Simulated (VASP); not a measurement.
# CuSiRu (P4/nmm) in VASP: a series of runs

The runs below take CuSiRu through single point, with PBE, PBE+D3(BJ).

All numbers are computed with VASP 6.6.1; they aren't measurements. Logs are shortened: lines on timing, memory, paths and dates and some standing lists are left out, and cuts for length are marked.

### Step 1. The cell of the first run

The structure is tetragonal, space group P4/nmm (No. 129). The conventional cell has a = 3.715 Å, b = 3.715 Å, c = 5.863 Å, α = 90.00°, β = 90.00°, γ = 90.00°. Ru (site symmetry -4m2) has 4 Si at 2.12 Å and 4 Ru at 2.63 Å and 4 Cu at 2.64 Å within 2.8 Å. Within 2.8 Å of Si (site symmetry 4mm) lie 4 Ru at 2.12 Å and 4 Cu at 2.76 Å. Cu (site symmetry 4mm) has 4 Ru at 2.64 Å and 6 Si at 2.76 to 2.96 Å and 4 Cu at 3.36 Å within 3.5 Å.

### Step 2. Single point, PBE

INCAR

```
ALGO     = Normal         # electronic algorithm
EDIFF    = 1E-7           # SCF threshold, eV
ENCUT    = 520            # plane-wave cutoff, eV
GGA      = PE             # functional
ISIF     = 2              # what is computed and relaxed
ISMEAR   = -1             # smearing method
LASPH    = True           # aspherical terms in the spheres
LCHARG   = False          # write CHGCAR
LREAL    = False          # projectors in reciprocal space
LWAVE    = False          # write WAVECAR
NBANDS   = 38             # bands
NELM     = 60             # most SCF steps
PREC     = Accurate       # precision mode
SIGMA    = 0.1            # smearing width, eV
```

KPOINTS

```
k-points
0
Gamma
  5 5 3
```

POSCAR

```
CuSiRu
1.0
    3.7150350000      0.0000000000      0.0000000000
    0.0000000000      3.7150350000      0.0000000000
    0.0000000000      0.0000000000      5.8632210000
Ru Si Cu
2 2 2
Direct
    0.7500000000      0.2500000000      0.0000000000
    0.2500000000      0.7500000000      0.0000000000
    0.2500000000      0.2500000000      0.1750000000
    0.7500000000      0.7500000000      0.8250000000
    0.2500000000      0.2500000000      0.6790000000
    0.7500000000      0.7500000000      0.3210000000
```

Potentials or basis: VASP PAW PBE potentials, release 64 (Ru_pv, Si, Cu).

The run is started by

```bash
$ cat potpaw_PBE.64/Ru_pv/POTCAR potpaw_PBE.64/Si/POTCAR potpaw_PBE.64/Cu/POTCAR > POTCAR
$ mpirun -np 1 vasp_std > vasp.out
```

OUTCAR:

```text
EDIFF = 1E-7
   ENCUT = 520
   GGA = PE
   ISIF = 2
   ISMEAR = -1
   LASPH = True
   LREAL = False
   NELM = 60
   PREC = Accurate

 ion  position               nearest neighbor table
   1  0.750  0.250  0.000-   3 2.12   4 2.12   4 2.12   3 2.12   2 2.63   2 2.63   2 2.63   2 2.63
                             5 2.64   6 2.64   5 2.64   6 2.64
   2  0.250  0.750  0.000-   3 2.12   4 2.12   3 2.12   4 2.12   1 2.63   1 2.63   1 2.63   1 2.63
                             5 2.64   6 2.64   6 2.64   5 2.64
   3  0.250  0.250  0.175-   1 2.12   2 2.12   2 2.12   1 2.12   6 2.76   6 2.76   6 2.76   6 2.76
                             5 2.91   5 2.96
   4  0.750  0.750  0.825-   1 2.12   2 2.12   1 2.12   2 2.12   5 2.76   5 2.76   5 2.76   5 2.76
                             6 2.91   6 2.96
   5  0.250  0.250  0.679-   1 2.64   2 2.64   2 2.64   1 2.64   4 2.76   4 2.76   4 2.76   4 2.76
                             3 2.91   3 2.96
   6  0.750  0.750  0.321-   1 2.64   2 2.64   1 2.64   2 2.64   3 2.76   3 2.76   3 2.76   3 2.76
                             4 2.91   4 2.96

  LATTYP: Found a simple tetragonal cell.
 ALAT       =     3.7150350000
 C/A-ratio  =     1.5782411202

  Lattice vectors:

 A1 = (   3.7150350000,   0.0000000000,   0.0000000000)
 A2 = (   0.0000000000,   3.7150350000,   0.0000000000)
 A3 = (   0.0000000000,   0.0000000000,   5.8632210000)

Analysis of symmetry for initial positions (statically):
=====================================================================
 Subroutine PRICEL returns:
 Original cell was already a primitive cell.

 Routine SETGRP: Setting up the symmetry group for a
 simple tetragonal supercell.

 Subroutine GETGRP returns: Found 16 space group operations
 (whereof  4 operations were pure point group operations)
 out of a pool of 16 trial point group operations.

The static configuration has the point symmetry C_2h.
 The point group associated with its full space group is D_4h.

Analysis of symmetry for dynamics (positions and initial velocities):
=====================================================================
 Subroutine PRICEL returns:
 Original cell was already a primitive cell.

 Routine SETGRP: Setting up the symmetry group for a
 simple tetragonal supercell.

 Subroutine GETGRP returns: Found 16 space group operations
 (whereof  4 operations were pure point group operations)
 out of a pool of 16 trial point group operations.

The dynamic configuration has the point symmetry C_2h.
[... 96 lines left out ...]
   LREAL  =      F    real-space projection
   EDIFFG = 0.1E-05   stopping-criterion for IOM
   NSW    =      0    number of steps for IOM
   IBRION =     -1    ionic relax: 0-MD 1-quasi-New 2-CG
   NFREE  =      0    steps in history (QN), initial steepest desc. (CG)
   ISIF   =      2    stress and relaxation
   ISYM   =      2    0-nonsym 1-usesym 2-fastsym
   POTIM  = 0.5000    time-step for ionic-motion
   TEBEG  =    0.0;   TEEND  =   0.0 temperature during run
   PSTRESS=    0.0 pullay stress
   NELECT =      58.0000    total number of electrons
   NUPDOWN=      -1.0000    fix difference up-down
   EMIN   =  10.00;   EMAX   =-10.00  energy-range for DOS
   EFERMI =   0.00;   METHOD = LEGACY
   ISMEAR =    -1;   SIGMA  =   0.10  broadening in eV -4-tet -1-fermi 0-gaus
   EFERMI_NEDOS =   21; number of points for ismear=-14 and -15
   IALGO  =     38    algorithm
   IMIX   =      4    mixing-type and parameters
     AMIX     =   0.40;   BMIX     =  1.00
     AMIX_MAG =   1.60;   BMIX_MAG =  1.00
  volume/ion in A,a.u.               =      13.49        91.01
  Fermi-wavevector in a.u.,A,eV,Ry     =   1.465087  2.768613 29.204639  2.146480
  Thomas-Fermi vector in A             =   2.580986
   LORBIT       =      0    0 simple, 1 ext, 2 COOP (PROOUT), +10 PAW based schemes
   GGA     = PE    functional components
   LHFCALC =     F    Hartree Fock is set to
   AEXX    =    0.0000 exact exchange contribution
   IVDW    =     0    specifies the selected vdW correction
   LEPSILON=     F    determine dielectric tensor
   LRPA    =     F    only Hartree local field effects (RPA)
 non-spin polarized calculation
  energy-cutoff  :      520.00
  volume of cell :       80.92
 maximum number of plane-waves:      2196
 NGX is ok and might be reduce to    28
   NGX = 13   NGY = 13   NGZ = 21

 number of electron      58.0000040 magnetization

 Free energy of the ion-electron system (eV)
  ---------------------------------------------------
  ext. energy  EPLUGINS =         0.00000000
  ---------------------------------------------------
  free energy    TOTEN  =       -32.53373130 eV

  energy without entropy =      -32.40447141  energy(sigma->0) =      -32.46910136

 E-fermi :   9.6199     XC(G=0): -12.1620

 val. band max:        9.6159932292   @ k =   0.4000   0.2000   0.3333
 cond. band min:       9.6331702176   @ k =   0.2000   0.0000   0.0000
 fundamental gap:      0.0171769884
 Fermi energy:         9.6198544734

 k-point     1 :       0.0000    0.0000    0.0000
  band No.  band energies     occupation
      1     -33.2932      2.00000
      2     -33.2932      2.00000
      3     -32.8052      2.00000
      4     -32.6142      2.00000
      5     -32.5978      2.00000
      6     -32.5978      2.00000
[... 481 lines left out ...]
     37      16.5912      0.00000
     38      16.9858      0.00000

------------------------ aborting loop because EDIFF is reached ----------------------------------------

  FORCE on cell =-STRESS in cart. coord.  units (eV):
  Direction    XX          YY          ZZ          XY          YZ          ZX
  --------------------------------------------------------------------------------------
  -------------------------------------------------------------------------------------
  Total       35.0553900     35.0553900     15.0691282      0.0000000      0.0000000      0.0000000
  in kB      694.0700453    694.0700453    298.3572722      0.0000000      0.0000000      0.0000000
  external PRESSURE =     562.1657876 kB  Pullay stress =       0.0000000 kB

 VOLUME and BASIS-vectors are now :
 -----------------------------------------------------------------------------
  energy-cutoff  :      520.00
  volume of cell :       80.92
      direct lattice vectors                 reciprocal lattice vectors
     3.715035000  0.000000000  0.000000000     0.269176468  0.000000000  0.000000000
     0.000000000  3.715035000  0.000000000     0.000000000  0.269176468  0.000000000
     0.000000000  0.000000000  5.863221000     0.000000000  0.000000000  0.170554717

 POSITION                                       TOTAL-FORCE (eV/Angst)
 -----------------------------------------------------------------------------------
      2.78628      0.92876      0.00000        -0.000000     -0.000000      0.000000
      0.92876      2.78628      0.00000        -0.000000     -0.000000     -0.000000
      0.92876      0.92876      1.02606        -0.000000      0.000000      7.937924
      2.78628      2.78628      4.83716        -0.000000      0.000000     -7.937924
      0.92876      0.92876      3.98113         0.000000      0.000000     -1.432480
      2.78628      2.78628      1.88209         0.000000      0.000000      1.432480
 -----------------------------------------------------------------------------------
    total drift:                                0.000000      0.000000     -0.000000

  FREE ENERGIE OF THE ION-ELECTRON SYSTEM (eV)
  ---------------------------------------------------
  free  energy   TOTEN  =       -32.5337313050 eV

  energy  without entropy=      -32.4044714055  energy(sigma->0) =      -32.46910136
```

Run time: 34 s. Hardware: 1 thread of Intel Xeon 6975P-C (Granite Rapids), shared host; peak memory 0.19 GiB.

What came out:

```yaml
Free_energy: -32.5337 eV
Pressure: 56.2 GPa
Largest_force: 7.938 eV/Å
Band_gap_on_the_k_mesh: zero (band 29 reaches 11.00 eV, above the bottom of band 30 at 9.53 eV)
```

Forces in eV/Å, atoms in the order of the input:
```
Ru   0.000  0.000  0.000
Ru   0.000  0.000  0.000
Si   0.000  0.000  7.938
Si   0.000  0.000 -7.938
Cu   0.000  0.000 -1.432
Cu   0.000  0.000  1.432
```

Caveat: forces of over 1 eV/Å act on the atoms, so gaps and moduli don't describe the material at rest.

### Step 3. Single point, PBE

INCAR

```
SYSTEM = CuSiRu
  PREC = Accurate
  ENCUT = 520
  EDIFF = 1E-6
  ISMEAR = -1
  SIGMA = 0.1
  LREAL = .False.
  LASPH = .True.
  NELM = 100
  ALGO = Normal
  ISIF = 2
  LWAVE = .False.
  LCHARG = .True.
  GGA = PE
  LELF = .True.
  LVHAR = .True.
  NBANDS = 38
```

KPOINTS

```
Automatic mesh
0
Gamma
  5 5 3
  0 0 0
```

POSCAR is that of step 2.

Potentials or basis: VASP PAW PBE potentials, release 64 (Ru_pv, Si, Cu).

The run is started by

```bash
$ cat potpaw_PBE.64/Ru_pv/POTCAR potpaw_PBE.64/Si/POTCAR potpaw_PBE.64/Cu/POTCAR > POTCAR
$ mpirun -np 1 vasp_std > vasp.out
```

It took 28 s on 1 thread of Intel Xeon 6975P-C (Granite Rapids), shared host; peak memory 0.19 GiB.

It converged, with:

* Free energy: -32.5337 eV
* Pressure: 56.0 GPa
* Largest force: 7.938 eV/Å
* Band gap on the k mesh: zero (band 29 reaches 11.00 eV, above the bottom of band 30 at 9.53 eV)

Forces on the atoms (eV/Å):
```
Ru   0.000  0.000  0.000
Ru   0.000  0.000  0.000
Si   0.000  0.000  7.938
Si   0.000  0.000 -7.938
Cu   0.000  0.000 -1.432
Cu   0.000  0.000  1.432
```

Stress tensor (GPa, compression positive):
```
69.18  0.00  0.00
 0.00 69.18  0.00
 0.00  0.00 29.63
```

Levels at points of the mesh, in eV from the Fermi level:
```tsv
k point	band 27	band 28	band 29	band 30	band 31	band 32
(0.00, 0.00, 0.00)	-0.28	0.06	0.83	0.83	2.64	3.49
```

Caveat: forces of over 1 eV/Å act on the atoms, so gaps and moduli don't describe the material at rest.

### Step 4. Single point, PBE+D3(BJ)

INCAR

```
PREC = Accurate ; ENCUT = 520
EDIFF = 1E-6 ; ISMEAR = -1
SIGMA = 0.1 ; LREAL = False
LASPH = True ; NELM = 100
ALGO = Normal ; ISIF = 2
LWAVE = False ; LCHARG = True
GGA = PE ; IVDW = 12
LELF = True ; LVHAR = True
NBANDS = 38
```

KPOINTS

```
Automatic mesh
0
Gamma
  5 5 3
```

POSCAR is that of step 3.

The run is started by

```bash
$ cat potpaw_PBE.64/Ru_pv/POTCAR potpaw_PBE.64/Si/POTCAR potpaw_PBE.64/Cu/POTCAR > POTCAR
$ mpirun -np 1 vasp_std > vasp.out
```

It took 32 s on 1 thread of Intel Xeon 6975P-C (Granite Rapids), shared host; peak memory 0.2 GiB.

Results (log left out):

| Item | Value |
| --- | --- |
| Free energy | -35.6748 eV |
| Pressure | 49.7 GPa |
| Largest force | 7.951 eV/Å |
| Band gap on the k mesh | zero (band 29 reaches 11.00 eV, above the bottom of band 30 at 9.53 eV) |
| Dispersion energy per atom | -0.524 eV |

Forces in eV/Å, atoms in the order of the input:
```
Ru   0.000  0.000  0.000
Ru   0.000  0.000  0.000
Si   0.000  0.000  7.951
Si   0.000  0.000 -7.951
Cu   0.000  0.000 -1.441
Cu   0.000  0.000  1.441
```

Stress tensor (GPa, compression positive):
```
62.78  0.00  0.00
 0.00 62.78  0.00
 0.00  0.00 23.40
```

Levels at points of the mesh, in eV from the Fermi level:
```
           k point  band 26  band 27  band 28  band 29  band 30  band 31  band 32  band 33
(0.00, 0.00, 0.00)    -0.78    -0.28     0.06     0.83     0.83     2.64     3.49     3.66
```

Caveat: three body term missing; pairwise dispersion overbinds metals, which lowers pressure and volume; forces of over 1 eV/Å act on the atoms, so gaps and moduli don't describe the material at rest.
